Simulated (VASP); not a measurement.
A run of VASP 6.6.1 is set up as follows.

Contents of POSCAR:

```
TiAl
1.0
    2.9488264707      0.0000000000      0.0000000000
    0.0000000000      2.9488264707      0.0000000000
    0.0000000000      0.0000000000      2.9488264707
Ti Al
1 1
Direct
    0.5000000000      0.5000000000      0.5000000000
    0.0000000000      0.0000000000      0.0000000000
```

File INCAR.step1:

```
PREC     = Accurate       # precision mode
ENCUT    = 520            # plane-wave cutoff, eV
ISMEAR   = -1             # smearing method
SIGMA    = 0.1            # smearing width, eV
LREAL    = False          # projectors in reciprocal space
LASPH    = True           # aspherical terms in the spheres
NELM     = 80             # most SCF steps
NBANDS   = 14             # bands
GGA      = PE             # functional
ALGO     = Normal         # electronic algorithm
EDIFF    = 1E-4           # SCF threshold, eV
LWAVE    = True           # write WAVECAR
LCHARG   = False          # write CHGCAR
```

INCAR.step2

```
PREC     = Accurate       # precision mode
ENCUT    = 520            # plane-wave cutoff, eV
EDIFF    = 1E-6           # SCF threshold, eV
ISMEAR   = -1             # smearing method
SIGMA    = 0.1            # smearing width, eV
LREAL    = False          # projectors in reciprocal space
LASPH    = True           # aspherical terms in the spheres
NELM     = 80             # most SCF steps
ALGO     = Normal         # electronic algorithm
ISIF     = 2              # what is computed and relaxed
LWAVE    = False          # write WAVECAR
LCHARG   = False          # write CHGCAR
METAGGA  = R2SCAN         # meta-GGA
LMIXTAU  = True         
NBANDS   = 14             # bands
ISTART   = 1
```

KPOINTS

```
Automatic mesh
0
Gamma
  6 6 6
```

Potentials or basis: VASP PAW PBE potentials, release 64 (Ti_sv, Al).

The run is started by

```console
$ cat potpaw_PBE.64/Ti_sv/POTCAR potpaw_PBE.64/Al/POTCAR > POTCAR
$ cp INCAR.step1 INCAR
$ mpirun -np 1 vasp_std > vasp.out
$ cp INCAR.step2 INCAR
$ mpirun -np 1 vasp_std > vasp.out
```

(1) Estimate the pressure.

Answers

(1) 40.2 GPa.

Caveat: the PAW data sets were made with another functional, which shifts forces and pressure a little.
